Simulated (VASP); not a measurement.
# ZnCu (Cmmm) in VASP: a series of runs, part 2 of 2

VASP 6.6.1. The steps go on from the part before.

### 4 Single point, r2SCAN

This run uses another cell than the first one, of 12.72 Å³/atom, 1.058 times its volume.

Contents of POSCAR:

```
ZnCu
1.0
    1.4746926398     -2.1022530513      0.0000000000
    1.4746926398      2.1022530513      0.0000000000
    0.0000000000      0.0000000000      4.1036072640
Zn Cu
1 1
Direct
    0.5000000000      0.5000000000      0.5000000000
    0.0000000000      0.0000000000      0.0000000000
```

Contents of INCAR.step1:

```
SYSTEM = ZnCu
PREC = Accurate
ENCUT = 520
ISMEAR = 1
SIGMA = 0.1
LREAL = .FALSE.
LASPH = .TRUE.
NELM = 100
NBANDS = 18
GGA = PE
ALGO = Normal
EDIFF = 1E-4
LWAVE = .TRUE.
LCHARG = .FALSE.
```

Contents of INCAR.step2:

```
SYSTEM = ZnCu
PREC = Accurate
ENCUT = 520
EDIFF = 1E-6
ISMEAR = 1
SIGMA = 0.1
LREAL = .FALSE.
LASPH = .TRUE.
NELM = 100
ALGO = Normal
ISIF = 2
LWAVE = .FALSE.
LCHARG = .FALSE.
METAGGA = R2SCAN
LMIXTAU = .TRUE.
NBANDS = 18
ISTART = 1
```

Contents of KPOINTS:

```
Automatic mesh
0
G
  12 12 7
  0 0 0
```

Launch:

```
> cat potpaw_PBE.64/Zn/POTCAR potpaw_PBE.64/Cu/POTCAR > POTCAR
> cp INCAR.step1 INCAR
> mpirun -np 1 vasp_std > vasp.out
> cp INCAR.step2 INCAR
> mpirun -np 1 vasp_std > vasp.out
```

Run time: 2.8 min. Hardware: 1 thread of Intel Xeon Platinum 8488C (Sapphire Rapids), shared host; peak memory 0.2 GiB.

The run converged. Its results:

| Item | Value |
| --- | --- |
| Free energy | -19.8389 eV |
| Pressure | -1.6 GPa |

Stress tensor (GPa, compression positive):
```
-0.61  0.00  0.00
 0.00 -2.16  0.00
 0.00  0.00 -2.17
```

Levels at points of the mesh, in eV from the Fermi level:
```tsv
k point	band 8	band 9	band 10	band 11	band 12	band 13	band 14	band 15	band 16	band 17
(0.00, 0.00, 0.00)	-3.60	-2.57	-2.55	-2.46	-1.76	2.49	15.34	16.04	19.15	21.80
(0.50, 0.00, 0.00)	-3.89	-2.86	-2.62	-2.28	-0.73	6.99	7.18	7.25	8.19	14.86
(0.50, 0.50, 0.00)	-2.97	-2.88	-2.18	-1.86	1.89	6.52	6.66	7.01	11.52	11.67
```

Caveat: the PAW data sets were made with another functional, which shifts forces and pressure a little.

### 5 Single point, r2SCAN

This run uses another cell than the first one, of 13.07 Å³/atom, 1.087 times its volume.

Contents of POSCAR:

```
ZnCu
1.0
    1.4880390000     -2.1212790000      0.0000000000
    1.4880390000      2.1212790000      0.0000000000
    0.0000000000      0.0000000000      4.1407460000
Zn Cu
1 1
Direct
    0.5000000000      0.5000000000      0.5000000000
    0.0000000000      0.0000000000      0.0000000000
```

Contents of INCAR.step1:

```
PREC = Accurate
ENCUT = 520
ISMEAR = 1
SIGMA = 0.1
LREAL = False
LASPH = True
NELM = 80
NBANDS = 18
GGA = PE
ALGO = Normal
EDIFF = 1E-4
LWAVE = True
LCHARG = False
```

Contents of INCAR.step2:

```
PREC = Accurate
ENCUT = 520
EDIFF = 1E-7
ISMEAR = 1
SIGMA = 0.1
LREAL = False
LASPH = True
NELM = 80
ALGO = Normal
ISIF = 2
LWAVE = False
LCHARG = False
METAGGA = R2SCAN
LMIXTAU = True
NBANDS = 18
ISTART = 1
```

Contents of KPOINTS:

```
Automatic mesh
0
Gamma
  12 12 7
```

Launch:

```
> cat potpaw_PBE.64/Zn/POTCAR potpaw_PBE.64/Cu/POTCAR > POTCAR
> cp INCAR.step1 INCAR
> mpirun -np 1 vasp_std > vasp.out
> cp INCAR.step2 INCAR
> mpirun -np 1 vasp_std > vasp.out
```

Run time: 3.1 min. Hardware: 1 thread of Intel Xeon Platinum 8488C (Sapphire Rapids), shared host; peak memory 0.21 GiB.

Results (log left out):

```yaml
Free_energy: -19.8247 eV
Pressure: -4.7 GPa
```

Stress tensor (GPa, compression positive):
```
-3.73  0.00  0.00
 0.00 -5.04  0.00
 0.00  0.00 -5.40
```

Levels at points of the mesh, in eV from the Fermi level:
```csv
k point,band 9,band 10,band 11,band 12,band 13,band 14,band 15,band 16
"(0.00, 0.00, 0.00)",-2.53,-2.51,-2.42,-1.68,2.37,15.03,15.81,18.84
"(0.50, 0.00, 0.00)",-2.84,-2.57,-2.25,-0.74,6.89,7.01,7.11,7.99
"(0.50, 0.50, 0.00)",-2.83,-2.09,-1.85,1.77,6.42,6.56,6.91,11.34
```

Caveat: the PAW data sets were made with another functional, which shifts forces and pressure a little.

### 6 Single point, r2SCAN

This run uses another cell than the first one, of 13.42 Å³/atom, 1.116 times its volume.

Contents of POSCAR:

```
ZnCu
1.0
    1.5011501513     -2.1399696459      0.0000000000
    1.5011501513      2.1399696459      0.0000000000
    0.0000000000      0.0000000000      4.1772302235
Zn Cu
1 1
Direct
    0.5000000000      0.5000000000      0.5000000000
    0.0000000000      0.0000000000      0.0000000000
```

Contents of INCAR.step1:

```
  ALGO = Normal
  EDIFF = 1E-4
  ENCUT = 520
  GGA = PE
  ISMEAR = 1
  LASPH = T
  LCHARG = F
  LREAL = F
  LWAVE = T
  NBANDS = 18
  NELM = 60
  PREC = Accurate
  SIGMA = 0.1
```

Contents of INCAR.step2:

```
  ALGO = Normal
  EDIFF = 1E-6
  ENCUT = 520
  ISIF = 2
  ISMEAR = 1
  ISTART = 1
  LASPH = T
  LCHARG = F
  LMIXTAU = T
  LREAL = F
  LWAVE = F
  METAGGA = R2SCAN
  NBANDS = 18
  NELM = 60
  PREC = Accurate
  SIGMA = 0.1
```

Contents of KPOINTS:

```
k-points
0
Gamma
  12 12 7
```

Potentials or basis: VASP PAW PBE potentials, release 64 (Zn, Cu).

Launch:

```
> cat potpaw_PBE.64/Zn/POTCAR potpaw_PBE.64/Cu/POTCAR > POTCAR
> cp INCAR.step1 INCAR
> mpirun -np 1 vasp_std > vasp.out
> cp INCAR.step2 INCAR
> mpirun -np 1 vasp_std > vasp.out
```

OUTCAR:

```text
EDIFF = 1E-6
   ENCUT = 520
   ISIF = 2
   ISMEAR = 1
   ISTART = 1
   LASPH = T
   LREAL = F
   METAGGA = R2SCAN
   NELM = 60
   PREC = Accurate

 ion  position               nearest neighbor table
   1  0.500  0.500  0.500-   2 2.57   2 2.57   2 2.57   2 2.57
   2  0.000  0.000  0.000-   1 2.57   1 2.57   1 2.57   1 2.57

  LATTYP: Found a base centered orthorhombic cell.
 ALAT       =     3.0023003026
 B/A-ratio  =     1.4255533626
 C/A-ratio  =     1.3913432377

  Lattice vectors:

 A1 = (   1.5011501513,  -2.1399696459,   0.0000000000)
 A2 = (   1.5011501513,   2.1399696459,   0.0000000000)
 A3 = (   0.0000000000,   0.0000000000,   4.1772302235)

Analysis of symmetry for initial positions (statically):
=====================================================================
 Subroutine PRICEL returns:
 Original cell was already a primitive cell.

 Routine SETGRP: Setting up the symmetry group for a
 base centered orthorhombic supercell.

 Subroutine GETGRP returns: Found  8 space group operations
 (whereof  8 operations were pure point group operations)
 out of a pool of  8 trial point group operations.

The static configuration has the point symmetry D_2h.

[... 158 lines left out ...]
  energy without entropy =      -19.79878649  energy(sigma->0) =      -19.79838069

 E-fermi :   4.8438     XC(G=0): -13.2082

 val. band max:        4.8291255617   @ k =   0.1667  -0.0000   0.0000
 cond. band min:       4.8491272847   @ k =   0.4167   0.1667   0.4286
 fundamental gap:      0.0200017230
 Fermi energy:         4.8438394605

 k-point     1 :       0.0000    0.0000    0.0000
  band No.  band energies     occupation
      1      -5.5468      2.00000
      2      -3.3839      2.00000
      3      -3.2567      2.00000
      4      -2.5879      2.00000
      5      -2.5732      2.00000
      6      -2.3889      2.00000
[... 481 lines left out ...]
      5      -2.6339      2.00000
      6      -1.0330      2.00000
[... 10 lines left out ...]
     17      16.8286      0.00000
     18      23.3044      0.00000

 [... further k-points ...]

------------------------ aborting loop because EDIFF is reached ----------------------------------------

  FORCE on cell =-STRESS in cart. coord.  units (eV):
  Direction    XX          YY          ZZ          XY          YZ          ZX
  --------------------------------------------------------------------------------------
  -------------------------------------------------------------------------------------
  Total       -1.0642814     -1.2499971     -1.3572526     -0.0000000      0.0000000      0.0000000
  in kB      -63.5355638    -74.6224400    -81.0253843     -0.0000000      0.0000000      0.0000000
  external PRESSURE =     -73.0611294 kB  Pullay stress =       0.0000000 kB

 VOLUME and BASIS-vectors are now :
 -----------------------------------------------------------------------------
  energy-cutoff  :      520.00
  volume of cell :       26.84
      direct lattice vectors                 reciprocal lattice vectors
     1.501150151 -2.139969646  0.000000000     0.333077940 -0.233648174  0.000000000
     1.501150151  2.139969646  0.000000000     0.333077940  0.233648174  0.000000000
     0.000000000  0.000000000  4.177230223     0.000000000  0.000000000  0.239393078

 POSITION                                       TOTAL-FORCE (eV/Angst)
 -----------------------------------------------------------------------------------
      1.50115      0.00000      2.08862        -0.000000     -0.000000      0.000000
      0.00000      0.00000      0.00000         0.000000      0.000000      0.000000
 -----------------------------------------------------------------------------------
    total drift:                                0.000000      0.000000      0.000000

  FREE ENERGIE OF THE ION-ELECTRON SYSTEM (eV)
  ---------------------------------------------------
  free  energy   TOTEN  =       -19.7981777930 eV

  energy  without entropy=      -19.7987864922  energy(sigma->0) =      -19.79838069
```

OUTCAR.step1:

```text
EDIFF = 1E-4
   ENCUT = 520
   GGA = PE
   ISMEAR = 1
   LASPH = T
[... 726 lines left out ...]
 -----------------------------------------------------------------------------------
      1.50115      0.00000      2.08862         0.000000      0.000000      0.000000
      0.00000      0.00000      0.00000        -0.000000     -0.000000      0.000000
 -----------------------------------------------------------------------------------
    total drift:                                0.000000      0.000000      0.000000

  FREE ENERGIE OF THE ION-ELECTRON SYSTEM (eV)
  ---------------------------------------------------
  free  energy   TOTEN  =        -4.9190062874 eV

  energy  without entropy=       -4.9196824140  energy(sigma->0) =       -4.91923166
```

Wall time 3.1 min (1 thread of Intel Xeon Platinum 8488C (Sapphire Rapids), shared host); peak memory 0.21 GiB.

Results:

* Free energy: -19.7982 eV
* Pressure: -7.3 GPa

Caveat: the PAW data sets were made with another functional, which shifts forces and pressure a little.

### 7 Overview

| cell | gap on the mesh (eV) | pressure (GPa) |
| --- | --- | --- |
| a = 2.520, b = 2.520, c = 4.027 Å, angles 90.0, 90.0, 109.9°, 2 atoms | none | 6.3 |
| a = 2.544, b = 2.544, c = 4.066 Å, angles 90.0, 90.0, 109.9°, 2 atoms | none | 2.0 |
| a = 2.568, b = 2.568, c = 4.104 Å, angles 90.0, 90.0, 109.9°, 2 atoms | none | -1.6 |
| a = 2.591, b = 2.591, c = 4.141 Å, angles 90.0, 90.0, 109.9°, 2 atoms | none | -4.7 |
| a = 2.614, b = 2.614, c = 4.177 Å, angles 90.0, 90.0, 109.9°, 2 atoms | none | -7.3 |

Alike in all rows: task single point; level r2SCAN; potentials or basis VASP PAW PBE potentials, release 64 (Zn, Cu); no spin polarisation; k mesh 12 × 12 × 7; cutoff (eV) 520; smearing methfessel-paxton 0.1 eV.

Caveats: the PAW data sets were made with another functional, which shifts forces and pressure a little.

Total energies depend on the potentials used, so only differences within one code and one set of settings carry meaning.
